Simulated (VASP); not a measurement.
Wanted: the native input for a VASP 6.6.1 run.

* Task: single point
* Functional: LDA
* Potentials or basis: VASP PAW LDA potentials, release 64 (As)
* Cutoff: 520 eV
* k mesh: 8 × 8 × 8
* Occupations: methfessel-paxton, width 0.15 eV
* Spin: no spin polarisation
* Dipole correction: no
* Further INCAR settings: ALGO = Normal; EDIFF = 1e-07; NBANDS = 8

The structure of As lies in POSCAR:

```
As
1.0
    2.6834620587      0.0000000000      0.0000000000
    0.0000000000      2.6834620587      0.0000000000
    0.0000000000      0.0000000000      2.6834620587
As
1
Direct
    0.5000000000      0.5000000000      0.5000000000
```

These files were run (other wordings do the same):

INCAR

```
SYSTEM = As
PREC = Accurate
ENCUT = 520
EDIFF = 1E-7
ISMEAR = 1
SIGMA = 0.15
LREAL = .FALSE.
LASPH = .TRUE.
NELM = 60
ALGO = Normal
ISIF = 2
LWAVE = .FALSE.
LCHARG = .FALSE.
NBANDS = 8
```

KPOINTS

```
regular mesh
0
G
  8 8 8
  0 0 0
```

Potentials or basis: VASP PAW LDA potentials, release 64 (As).

Run with:

```sh
$ cat potpaw_LDA.64/As/POTCAR > POTCAR
$ mpirun -np 1 vasp_std > vasp.out
```

Results of the run:

* Pressure: 0.3 GPa

It took 5.7 s on 1 thread of Intel Xeon 8259CL, on a shared host, peak memory 0.12 GiB.
